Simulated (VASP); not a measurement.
# AlAu2 (I4/mmm) in VASP: notebook, part 2 of 2

VASP 6.6.1. Earlier steps stand in the parts before.

## 4. Single point, LDA

This run uses another cell than the first one, of 16.07 Å³/atom.

The input, INCAR:

```
PREC = Accurate ; ENCUT = 520
EDIFF = 1E-6 ; ISMEAR = 0
SIGMA = 0.15 ; LREAL = F
LASPH = T ; NELM = 100
ALGO = Fast ; ISIF = 2
LWAVE = F ; LCHARG = T
GGA = CA ; LELF = T
LVHAR = T ; NBANDS = 20
```

The input, KPOINTS:

```
Automatic mesh
0
Gamma
  16 16 16
```

The input, POSCAR:

```
AlAu2
1.0
   -1.6688500000      1.6688500000      4.3287266251
    1.6688500000     -1.6688500000      4.3287266251
    1.6688500000      1.6688500000     -4.3287266251
Al Au
1 2
Direct
    0.0000000000      0.0000000000      0.0000000000
    0.6570428093      0.6570428093      0.0000000000
    0.3429571907      0.3429571907      0.0000000000
```

Launch:

```sh
$ cat potpaw_LDA.64/Al/POTCAR potpaw_LDA.64/Au/POTCAR > POTCAR
$ mpirun -np 1 vasp_std > vasp.out
```

It took 4.8 min on 1 thread of Intel Xeon 6975P-C (Granite Rapids), shared host; peak memory 0.43 GiB.

Results (log left out):

```yaml
Free_energy: -14.1731 eV
Pressure: -2.7 GPa
Largest_force: 0.073 eV/Å
Band_gap_on_the_k_mesh: zero (an odd number of electrons rules out a gap without spin polarisation)
```

Forces in eV/Å, atoms in the order of the input:
```
Al   0.000  0.000  0.000
Au   0.000  0.000  0.073
Au   0.000  0.000 -0.073
```

Stress tensor (GPa, compression positive):
```
-2.94  0.00  0.00
 0.00 -2.94  0.00
 0.00  0.00 -2.13
```

Levels at points of the mesh, in eV from the Fermi level:
| k point | band 8 | band 9 | band 10 | band 11 | band 12 | band 13 | band 14 | band 15 | band 16 | band 17 |
| --- | --- | --- | --- | --- | --- | --- | --- | --- | --- | --- |
| (0.00, 0.00, 0.00) | -4.99 | -4.87 | -4.87 | -3.52 | -1.05 | 1.33 | 5.84 | 5.84 | 6.66 | 6.66 |
| (0.50, 0.00, 0.00) | -4.24 | -4.04 | -3.35 | -3.30 | -3.08 | -2.11 | 1.84 | 7.41 | 7.84 | 7.87 |
| (0.50, 0.50, 0.00) | -3.69 | -3.58 | -3.36 | -3.01 | -1.38 | 0.82 | 1.05 | 2.05 | 2.19 | 5.97 |
| (0.50, 0.50, 0.50) | -4.59 | -3.76 | -3.50 | -3.50 | -2.79 | 2.64 | 2.64 | 6.87 | 7.04 | 7.23 |

Caveat: spin-orbit coupling is left out, which moves the levels of the heavy elements.

## 5. Single point, LDA

This run uses another cell than the first one, of 16.18 Å³/atom.

The input, INCAR:

```
SYSTEM = AlAu2
PREC = Accurate
ENCUT = 520
EDIFF = 1E-6
ISMEAR = 0
SIGMA = 0.15
LREAL = .FALSE.
LASPH = .TRUE.
NELM = 100
ALGO = Fast
ISIF = 2
LWAVE = .FALSE.
LCHARG = .FALSE.
GGA = CA
NBANDS = 20
```

The input, KPOINTS:

```
regular mesh
0
G
  16 16 16
  0 0 0
```

The input, POSCAR:

```
AlAu2
1.0
   -1.6523234788      1.6523234788      4.4441500000
    1.6523234788     -1.6523234788      4.4441500000
    1.6523234788      1.6523234788     -4.4441500000
Al Au
1 2
Direct
    0.0000000000      0.0000000000      0.0000000000
    0.6570428093      0.6570428093      0.0000000000
    0.3429571907      0.3429571907      0.0000000000
```

Potentials or basis: VASP PAW LDA potentials, release 64 (Al, Au).

Launch:

```sh
$ cat potpaw_LDA.64/Al/POTCAR potpaw_LDA.64/Au/POTCAR > POTCAR
$ mpirun -np 1 vasp_std > vasp.out
```

OUTCAR:

```text
SYSTEM = AlAu2
   PREC = Accurate
   ENCUT = 520
   EDIFF = 1E-6
   ISMEAR = 0
   LREAL = .FALSE.
   LASPH = .TRUE.
   NELM = 100
   ISIF = 2
   GGA = CA

 ion  position               nearest neighbor table
   1  0.000  0.000  0.000-   2 2.72   3 2.72   2 2.72   3 2.72   2 2.72   3 2.72   3 2.72   2 2.72
                             2 3.05   3 3.05
   2  0.657  0.657  0.000-   1 2.72   1 2.72   1 2.72   1 2.72   3 2.79   3 2.86   3 2.86   3 2.86
                             3 2.86   1 3.05
   3  0.343  0.343  0.000-   1 2.72   1 2.72   1 2.72   1 2.72   2 2.79   2 2.86   2 2.86   2 2.86
                             2 2.86   1 3.05

  LATTYP: Found a body centered tetragonal cell.
[... 752 lines left out ...]
  --------------------------------------------------------------------------------------
  -------------------------------------------------------------------------------------
  Total       -0.9856695     -0.9856695     -1.8331408      0.0000000      0.0000000      0.0000000
  in kB      -32.5389127    -32.5389127    -60.5156291      0.0000000      0.0000000      0.0000000
  external PRESSURE =     -41.8644848 kB  Pullay stress =       0.0000000 kB

 VOLUME and BASIS-vectors are now :
 -----------------------------------------------------------------------------
  energy-cutoff  :      520.00
  volume of cell :       48.53
      direct lattice vectors                 reciprocal lattice vectors
    -1.652323479  1.652323479  4.444150000     0.000000000  0.302604185  0.112507454
     1.652323479 -1.652323479  4.444150000     0.302604185  0.000000000  0.112507454
     1.652323479  1.652323479 -4.444150000     0.302604185  0.302604185  0.000000000

 POSITION                                       TOTAL-FORCE (eV/Angst)
 -----------------------------------------------------------------------------------
      0.00000      0.00000      0.00000         0.000000      0.000000     -0.000000
      0.00000      0.00000      5.83999         0.000000      0.000000     -0.225572
      0.00000      0.00000      3.04831        -0.000000     -0.000000      0.225572
 -----------------------------------------------------------------------------------
    total drift:                                0.000000      0.000000     -0.000000

  FREE ENERGIE OF THE ION-ELECTRON SYSTEM (eV)
  ---------------------------------------------------
  free  energy   TOTEN  =       -14.1591273688 eV

  energy  without entropy=      -14.1523500066  energy(sigma->0) =      -14.15573869
```

OSZICAR:

```text
N       E                     dE             d eps       ncg     rms          rms(c)
DAV:   1     0.124990212084E+03    0.12499E+03   -0.11818E+04 14136   0.112E+03
DAV:   2    -0.123768718153E+02   -0.13737E+03   -0.13099E+03 15364   0.247E+02
DAV:   3    -0.155485054237E+02   -0.31716E+01   -0.31510E+01 16428   0.362E+01
DAV:   4    -0.155654828357E+02   -0.16977E-01   -0.16975E-01 15052   0.303E+00
DAV:   5    -0.155656397736E+02   -0.15694E-03   -0.15694E-03 16044   0.307E-01    0.127E+01
RMM:   6    -0.142428343736E+02    0.13228E+01   -0.32649E+00 13976   0.117E+01    0.766E+00
RMM:   7    -0.141843627462E+02    0.58472E-01   -0.11251E-01 14547   0.224E+00    0.414E+00
RMM:   8    -0.141594188546E+02    0.24944E-01   -0.19677E-02 14308   0.877E-01    0.252E-01
RMM:   9    -0.141591822167E+02    0.23664E-03   -0.29277E-03 15077   0.339E-01    0.129E-01
RMM:  10    -0.141591376540E+02    0.44563E-04   -0.41593E-04 15264   0.139E-01    0.578E-02
RMM:  11    -0.141591276488E+02    0.10005E-04   -0.63957E-05 15210   0.548E-02    0.243E-02
RMM:  12    -0.141591284171E+02   -0.76825E-06   -0.21795E-05 15333   0.292E-02    0.102E-02
RMM:  13    -0.141591272989E+02    0.11182E-05   -0.61606E-06 15064   0.149E-02    0.347E-03
RMM:  14    -0.141591273688E+02   -0.69940E-07   -0.78687E-07  9393   0.575E-03
   1 F= -.14159127E+02 E0= -.14155739E+02  d E =-.677736E-02
```

Run time: 5.8 min. Hardware: 1 thread of Intel Xeon 6975P-C (Granite Rapids), shared host; peak memory 0.44 GiB.

What came out:

```yaml
Free_energy: -14.1591 eV
Pressure: -4.2 GPa
Largest_force: 0.226 eV/Å
Band_gap_on_the_k_mesh: zero (an odd number of electrons rules out a gap without spin polarisation)
```

Forces in eV/Å, atoms in the order of the input:
```
Al   0.000  0.000  0.000
Au   0.000  0.000 -0.226
Au   0.000  0.000  0.226
```

Caveat: the cell stands under tension; spin-orbit coupling is left out, which moves the levels of the heavy elements.

## 6. Single point, LDA

This run uses another cell than the first one, of 16.27 Å³/atom.

The input, INCAR:

```
PREC = Accurate
ENCUT = 520
EDIFF = 1E-7
ISMEAR = 0
SIGMA = 0.15
LREAL = False
LASPH = True
NELM = 80
ALGO = Fast
ISIF = 2
LWAVE = False
LCHARG = False
NBANDS = 20
```

The input, KPOINTS:

```
regular mesh
0
Gamma
  16 16 16
```

The input, POSCAR:

```
AlAu2
1.0
   -1.6358000000      1.6358000000      4.5596000000
    1.6358000000     -1.6358000000      4.5596000000
    1.6358000000      1.6358000000     -4.5596000000
Al Au
1 2
Direct
    0.0000000000      0.0000000000      0.0000000000
    0.6570428093      0.6570428093      0.0000000000
    0.3429571907      0.3429571907      0.0000000000
```

Potentials or basis: VASP PAW LDA potentials, release 64 (Al, Au).

Launch:

```sh
$ cat potpaw_LDA.64/Al/POTCAR potpaw_LDA.64/Au/POTCAR > POTCAR
$ mpirun -np 1 vasp_std > vasp.out
```

Run time: 5.8 min. Hardware: 1 thread of Intel Xeon 6975P-C (Granite Rapids), shared host; peak memory 0.43 GiB.

It converged, with:

```
Free energy            : -14.1198 eV
Pressure               : -5.2 GPa
Largest force          : 0.423 eV/Å
Band gap on the k mesh : zero (an odd number of electrons rules out a gap without spin polarisation)
```

Forces in eV/Å, atoms in the order of the input:
```
Al   0.000  0.000  0.000
Au   0.000  0.000 -0.423
Au   0.000  0.000  0.423
```

Stress tensor (GPa, compression positive):
```
-3.29  0.00  0.00
 0.00 -3.29  0.00
 0.00  0.00 -9.02
```

Levels at points of the mesh, in eV from the Fermi level:
| k point | band 10 | band 11 | band 12 | band 13 | band 14 | band 15 |
| --- | --- | --- | --- | --- | --- | --- |
| (0.00, 0.00, 0.00) | -4.79 | -3.62 | -1.83 | 0.05 | 5.89 | 5.89 |
| (0.50, 0.00, 0.00) | -3.55 | -3.25 | -3.04 | -2.35 | 1.27 | 7.05 |
| (0.50, 0.50, 0.00) | -3.41 | -2.85 | -1.08 | 0.64 | 1.02 | 1.84 |
| (0.50, 0.50, 0.50) | -3.63 | -3.63 | -3.10 | 3.11 | 3.11 | 5.39 |

Caveat: the stress differs along the axes, from -9 to -3 GPa; spin-orbit coupling is left out, which moves the levels of the heavy elements.

## 7. Overview

```tsv
cell	further INCAR settings	gap on the mesh (eV)	pressure (GPa)	largest force (eV/Å)
a = 5.102 Å, angles 143.0, 143.0, 53.3°, 3 atoms	ALGO = Fast; EDIFF = 1e-07; NBANDS = 20	none	-2.2	0.48
a = 5.196 Å, angles 144.1, 144.1, 51.7°, 3 atoms	ALGO = Fast; EDIFF = 1e-06; NBANDS = 20	none	-2.7	0.55
a = 4.930 Å, angles 140.4, 140.4, 57.2°, 3 atoms	ALGO = Fast; EDIFF = 1e-06; NBANDS = 20	none	-2.7	0.07
a = 5.021 Å, angles 141.6, 141.6, 55.5°, 3 atoms	ALGO = Fast; EDIFF = 1e-06; NBANDS = 20	none	-4.2	0.23
a = 5.113 Å, angles 142.7, 142.7, 53.8°, 3 atoms	ALGO = Fast; EDIFF = 1e-07; NBANDS = 20	none	-5.2	0.42
```

Alike in all rows: task single point; level LDA; potentials or basis VASP PAW LDA potentials, release 64 (Al, Au); no spin polarisation; k mesh 16 × 16 × 16; cutoff (eV) 520; smearing gaussian 0.15 eV.

Caveats: spin-orbit coupling is left out, which moves the levels of the heavy elements; the stress differs along the axes, from -6 to -0 GPa (at least some runs); the stress differs along the axes, from -7 to -1 GPa (at least some runs); the cell stands under tension (at least some runs); the stress differs along the axes, from -9 to -3 GPa (at least some runs).

Absolute energies hang on the potentials; compare differences alone.
